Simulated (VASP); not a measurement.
A run of VASP 6.6.1 is set up as follows.

INCAR

```
SYSTEM = Ga
PREC     = Accurate       ! precision mode
ENCUT    = 520            ! plane-wave cutoff, eV
EDIFF    = 1E-6           ! SCF threshold, eV
ISMEAR   = -1             ! smearing method
SIGMA    = 0.1            ! smearing width, eV
LREAL    = .False.        ! projectors in reciprocal space
LASPH    = .True.         ! aspherical terms in the spheres
NELM     = 100            ! most SCF steps
ALGO     = Normal         ! electronic algorithm
ISIF     = 2              ! what is computed and relaxed
LWAVE    = .False.        ! write WAVECAR
LCHARG   = .False.        ! write CHGCAR
GGA      = RE             ! functional
NBANDS   = 12             ! bands
```

Contents of KPOINTS:

```
Automatic mesh
0
Gamma
  15 15 15
  0 0 0
```

POSCAR

```
Ga
1.0
    2.5495797431      0.0000000000      0.0000000000
    0.0000000000      2.5495797431      0.0000000000
    0.0000000000      0.0000000000      2.5495797431
Ga
1
Direct
    0.0000000000      0.0000000000      0.0000000000
```

Potentials or basis: VASP PAW PBE potentials, release 64 (Ga_d).

The run is started by

```bash
$ cat potpaw_PBE.64/Ga_d/POTCAR > POTCAR
$ mpirun -np 1 vasp_std > vasp.out
```

Estimate the pressure.

16.4 GPa.

Caveat: the PAW data sets were made with another functional, which shifts forces and pressure a little.
